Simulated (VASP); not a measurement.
# TaN (P-62m) in VASP: further runs

TaN is run at these levels: PBEsol; tasks: electric field gradients.

Program: VASP 6.6.1. These are calculated values, not measurements. Logs are shortened: lines on timing, memory, paths and dates and some standing lists are left out, and cuts for length are marked.

## 1. The cell of the first run

Symmetry: P-62m, No. 189, hexagonal system. Conventional cell: a = 5.161 Å, b = 5.161 Å, c = 2.891 Å, α = 90.00°, β = 90.00°, γ = 120.00°. Within 3.0 Å of Ta (site symmetry -6) lie 6 N at 2.15 Å and 5 Ta at 2.89 to 2.98 Å. Ta (site symmetry -62m) has 3 N at 2.03 Å within 2.7 Å. N (site symmetry m2m) has 5 Ta at 2.03 to 2.15 Å and 6 N at 2.75 to 2.89 Å within 2.9 Å.

## 2. Electric field gradients, PBEsol (11.12 Å³/atom)

INCAR reads:

```
SYSTEM = TaN
PREC = Accurate ; ENCUT = 520
EDIFF = 1E-8 ; ISMEAR = -1
SIGMA = 0.01 ; LREAL = .False.
LASPH = .True. ; NELM = 120
ALGO = Normal ; ISIF = 2
LWAVE = .False. ; LCHARG = .False.
GGA = PS ; LEFG = .True.
NBANDS = 33 ; GGA_COMPAT = .False.
```

KPOINTS reads:

```
regular mesh
0
Gamma
  6 6 9
  0 0 0
```

POSCAR reads:

```
TaN
1.0
    5.1611273271      0.0000000000      0.0000000000
   -2.5805636635      4.4696673774      0.0000000000
    0.0000000000      0.0000000000      2.8914624986
Ta N
3 3
Direct
    0.3333333333      0.6666666667      0.5000000000
    0.6666666667      0.3333333333      0.5000000000
    0.0000000000      0.0000000000      0.0000000000
    0.3928500000      0.0000000000      0.0000000000
    0.6071500000      0.6071500000      0.0000000000
    0.0000000000      0.3928500000      0.0000000000
```

Potentials or basis: VASP PAW PBE potentials, release 64 (Ta_pv, N).

Run with:

```sh
cat potpaw_PBE.64/Ta_pv/POTCAR potpaw_PBE.64/N/POTCAR > POTCAR
mpirun -np 1 vasp_std > vasp.out
```

OUTCAR:

```text
SYSTEM = TaN
   PREC = Accurate
   ENCUT = 520
   EDIFF = 1E-8
   ISMEAR = -1
   LREAL = .False.
   LASPH = .True.
   NELM = 120
   ISIF = 2
   GGA = PS

 ion  position               nearest neighbor table
   1  0.333  0.667  0.500-   4 2.15   4 2.15   6 2.15   6 2.15   5 2.15   5 2.15   2 2.98   2 2.98
                             2 2.98   3 3.31   3 3.31   3 3.31   3 3.31   3 3.31   3 3.31
   2  0.667  0.333  0.500-   6 2.15   6 2.15   4 2.15   4 2.15   5 2.15   5 2.15   1 2.98   1 2.98
                             1 2.98   3 3.31   3 3.31   3 3.31   3 3.31   3 3.31   3 3.31
   3  0.000  0.000  0.000-   6 2.03   5 2.03   4 2.03   2 3.31   1 3.31   1 3.31   2 3.31   1 3.31
                             1 3.31   2 3.31   2 3.31   2 3.31   2 3.31   1 3.31   1 3.31
   4  0.393  0.000  0.000-   3 2.03   1 2.15   1 2.15   2 2.15   2 2.15
   5  0.607  0.607  0.000-   3 2.03   2 2.15   2 2.15   1 2.15   1 2.15
   6  0.000  0.393  0.000-   3 2.03   2 2.15   2 2.15   1 2.15   1 2.15

  LATTYP: Found a hexagonal cell.
 ALAT       =     5.1611273271
 C/A-ratio  =     0.5602385516

  Lattice vectors:

 A1 = (   5.1611273271,   0.0000000000,   0.0000000000)
 A2 = (  -2.5805636635,   4.4696673774,   0.0000000000)
 A3 = (   0.0000000000,   0.0000000000,   2.8914624986)

Analysis of symmetry for initial positions (statically):
=====================================================================
 Subroutine PRICEL returns:
 Original cell was already a primitive cell.

 Routine SETGRP: Setting up the symmetry group for a
 hexagonal supercell.

 Subroutine GETGRP returns: Found 12 space group operations
 (whereof 12 operations were pure point group operations)
 out of a pool of 24 trial point group operations.

The static configuration has the point symmetry D_3h.

Analysis of symmetry for dynamics (positions and initial velocities):
=====================================================================
 Subroutine PRICEL returns:
 Original cell was already a primitive cell.

 Routine SETGRP: Setting up the symmetry group for a
 hexagonal supercell.

 Subroutine GETGRP returns: Found 12 space group operations
 (whereof 12 operations were pure point group operations)
 out of a pool of 24 trial point group operations.

The dynamic configuration has the point symmetry D_3h.

 Subroutine INISYM returns: Found 12 space group operations
 (whereof 12 operations are pure point group operations),
 and found     1 'primitive' translations

----------------------------------------------------------------------------------------

                                     Primitive cell

  volume of cell :      66.7018

  direct lattice vectors                    reciprocal lattice vectors
     5.161127327  0.000000000  0.000000000     0.193756119  0.111865147  0.000000000
    -2.580563663  4.469667377  0.000000000     0.000000000  0.223730295  0.000000000
     0.000000000  0.000000000  2.891462499     0.000000000  0.000000000  0.345845744

  length of vectors
     5.161127327  5.161127327  2.891462499     0.223730295  0.223730295  0.345845744

  position of ions in fractional coordinates (direct lattice)
     0.333333333  0.666666667  0.500000000
     0.666666667  0.333333333  0.500000000
     0.000000000  0.000000000  0.000000000
     0.392850000  0.000000000  0.000000000
     0.607150000  0.607150000  0.000000000
     0.000000000  0.392850000  0.000000000

  ion indices of the primitive-cell ions
   primitive index   ion index
                 1           1
                 2           2
                 3           3
                 4           4
                 5           5
                 6           6

----------------------------------------------------------------------------------------

 KPOINTS: regular mesh
[... 62 lines left out ...]
   ISPIN  =      1    spin polarized calculation?
   LNONCOLLINEAR =      F non collinear calculations
   LSORBIT =      F    spin-orbit coupling
   LASPH  =      T    aspherical Exc in radial PAW
   ENCUT  =  520.0 eV  38.22 Ry    6.18 a.u.   9.60  9.60  5.38*2*pi/ulx,y,z
   NELM   =    120;   NELMIN=  2; NELMDL= -5     # of ELM steps
   EDIFF  = 0.1E-07   stopping-criterion for ELM
   LREAL  =      F    real-space projection
   EDIFFG = 0.1E-06   stopping-criterion for IOM
   NSW    =      0    number of steps for IOM
   IBRION =     -1    ionic relax: 0-MD 1-quasi-New 2-CG
   NFREE  =      0    steps in history (QN), initial steepest desc. (CG)
   ISIF   =      2    stress and relaxation
   ISYM   =      2    0-nonsym 1-usesym 2-fastsym
   POTIM  = 0.5000    time-step for ionic-motion
   TEBEG  =    0.0;   TEEND  =   0.0 temperature during run
   PSTRESS=    0.0 pullay stress
   NELECT =      48.0000    total number of electrons
   NUPDOWN=      -1.0000    fix difference up-down
   EMIN   =  10.00;   EMAX   =-10.00  energy-range for DOS
   EFERMI =   0.00;   METHOD = LEGACY
   ISMEAR =    -1;   SIGMA  =   0.01  broadening in eV -4-tet -1-fermi 0-gaus
   EFERMI_NEDOS =   21; number of points for ismear=-14 and -15
   IALGO  =     38    algorithm
   IMIX   =      4    mixing-type and parameters
     AMIX     =   0.40;   BMIX     =  1.00
     AMIX_MAG =   1.60;   BMIX_MAG =  1.00
  volume/ion in A,a.u.               =      11.12        75.02
  Fermi-wavevector in a.u.,A,eV,Ry     =   1.467043  2.772309 29.282659  2.152215
  Thomas-Fermi vector in A             =   2.582708
   LORBIT       =      0    0 simple, 1 ext, 2 COOP (PROOUT), +10 PAW based schemes
   GGA     = PS    functional components
   LHFCALC =     F    Hartree Fock is set to
   AEXX    =    0.0000 exact exchange contribution
   IVDW    =     0    specifies the selected vdW correction
   LEPSILON=     F    determine dielectric tensor
   LRPA    =     F    only Hartree local field effects (RPA)
 non-spin polarized calculation
  energy-cutoff  :      520.00
  volume of cell :       66.70
 maximum number of plane-waves:      1828
 NGX is ok and might be reduce to    40
   NGX = 19   NGY = 19   NGZ = 11

 number of electron      47.9999999 magnetization

 Free energy of the ion-electron system (eV)
  ---------------------------------------------------
  ext. energy  EPLUGINS =         0.00000000
  ---------------------------------------------------
  free energy    TOTEN  =       -71.42789205 eV

  energy without entropy =      -71.42685919  energy(sigma->0) =      -71.42737562

 E-fermi :   8.3812     XC(G=0): -13.2697

 val. band max:        8.3765939110   @ k =   0.0000   0.0000   0.2222
 cond. band min:       8.3882357934   @ k =   0.1667   0.0000   0.2222
 fundamental gap:      0.0116418825
 Fermi energy:         8.3812277557

 k-point     1 :       0.0000    0.0000    0.0000
  band No.  band energies     occupation
      1     -27.7805      2.00000
      2     -27.7805      2.00000
      3     -27.4074      2.00000
      4     -27.4074      2.00000
      5     -27.2153      2.00000
      6     -27.0977      2.00000
[... 853 lines left out ...]
     32      12.2190      0.00000
     33      13.5984      0.00000

 [... further k-points ...]

------------------------ aborting loop because EDIFF is reached ----------------------------------------

  FORCE on cell =-STRESS in cart. coord.  units (eV):
  Direction    XX          YY          ZZ          XY          YZ          ZX
  --------------------------------------------------------------------------------------
  -------------------------------------------------------------------------------------
  Total        1.7752882      1.7752882      1.2923988      0.0000000      0.0000000      0.0000000
  in kB       42.6424467     42.6424467     31.0434359      0.0000000      0.0000000      0.0000000
  external PRESSURE =      38.7761098 kB  Pullay stress =       0.0000000 kB

 VOLUME and BASIS-vectors are now :
 -----------------------------------------------------------------------------
  energy-cutoff  :      520.00
  volume of cell :       66.70
      direct lattice vectors                 reciprocal lattice vectors
     5.161127327  0.000000000  0.000000000     0.193756119  0.111865147  0.000000000
    -2.580563663  4.469667377  0.000000000     0.000000000  0.223730295  0.000000000
     0.000000000  0.000000000  2.891462499     0.000000000  0.000000000  0.345845744

 POSITION                                       TOTAL-FORCE (eV/Angst)
 -----------------------------------------------------------------------------------
     -0.00000      2.97978      1.44573        -0.000000     -0.000000     -0.000000
      2.58056      1.48989      1.44573        -0.000000     -0.000000     -0.000000
      0.00000      0.00000      0.00000        -0.000000     -0.000000     -0.000000
      2.02755      0.00000      0.00000         0.120369     -0.000000      0.000000
      1.56679      2.71376      0.00000        -0.060184     -0.104242     -0.000000
     -1.01377      1.75591      0.00000        -0.060184      0.104242     -0.000000
 -----------------------------------------------------------------------------------
    total drift:                               -0.000001     -0.000003      0.000000

  FREE ENERGIE OF THE ION-ELECTRON SYSTEM (eV)
  ---------------------------------------------------
  free  energy   TOTEN  =       -71.4278920547 eV

  energy  without entropy=      -71.4268591924  energy(sigma->0) =      -71.42737562

 Electric field gradients (V/A^2)
---------------------------------------------------------------------
 ion       V_xx      V_yy      V_zz      V_xy      V_xz      V_yz
---------------------------------------------------------------------
   1     103.326   103.327  -206.653     0.000     0.000    -0.000
   2     103.326   103.327  -206.653     0.000     0.000    -0.000
   3     -93.818   -93.820   187.638    -0.001    -0.000     0.000
   4     -14.223     4.646     9.576    -0.001    -0.000     0.000
   5      -0.070    -9.506     9.576    -8.171     0.000    -0.000
   6      -0.070    -9.506     9.576     8.170    -0.000    -0.000
---------------------------------------------------------------------

 Electric field gradients after diagonalization (V/A^2)
 (convention: |V_zz| > |V_xx| > |V_yy|)
----------------------------------------------------------------------
 ion       V_xx      V_yy      V_zz     asymmetry (V_yy - V_xx)/ V_zz
----------------------------------------------------------------------
   1     103.327   103.326  -206.653       0.000
   2     103.327   103.326  -206.653       0.000
   3     -93.820   -93.818   187.638       0.000
   4       9.576     4.646   -14.223       0.347
   5       9.576     4.647   -14.224       0.347
   6       9.576     4.646   -14.223       0.347
----------------------------------------------------------------------

           NMR quadrupolar parameters

 Cq : quadrupolar parameter    Cq=e*Q*V_zz/h
 eta: asymmetry parameters     (V_yy - V_xx)/ V_zz
 Q  : nuclear electric quadrupole moment in mb (millibarn)
----------------------------------------------------------------------
 ion       Cq(MHz)       eta       Q (mb)
----------------------------------------------------------------------
   1      -0.500       0.000       1.000
   2      -0.500       0.000       1.000
   3       0.454       0.000       1.000
   4      -0.034       0.347       1.000
   5      -0.034       0.347       1.000
   6      -0.034       0.347       1.000
----------------------------------------------------------------------
```

Wall time 86 s (1 thread of Oxide Virtual Turin-like, shared host); peak memory 0.19 GiB.

What came out:

```
Free energy                             : -71.4279 eV
Pressure                                : 3.9 GPa
Largest force                           : 0.120 eV/Å
Band gap on the k mesh                  : zero (bands 24 and 25 overlap by 3.17 eV)
Largest electric field gradient by atom : Ta -206.7, +187.6 (each value once); N -14.2 V/Å²
```

Forces on the atoms (eV/Å):
```
Ta   0.000  0.000  0.000
Ta   0.000  0.000  0.000
Ta   0.000  0.000  0.000
N    0.120  0.000  0.000
N   -0.060 -0.104  0.000
N   -0.060  0.104  0.000
```

Electric field gradients, principal values (V/Å²):
```
atom    least   middle  greatest (by size)
1 Ta  103.326  103.327            -206.653
2 Ta  103.326  103.327            -206.653
3 Ta  -93.818  -93.820             187.638
 4 N    4.646    9.576             -14.223
 5 N    4.647    9.576             -14.224
 6 N    4.646    9.576             -14.223
```

Caveat: the cell stands under pressure; without QUAD_EFG the Cq values of the log hold for a quadrupole moment of 1 mb, not for the nuclei; the PAW data sets were made with another functional, which shifts forces and pressure a little; spin-orbit coupling is left out, which moves the levels of the heavy elements.

(Continued in part 2 of 2.)
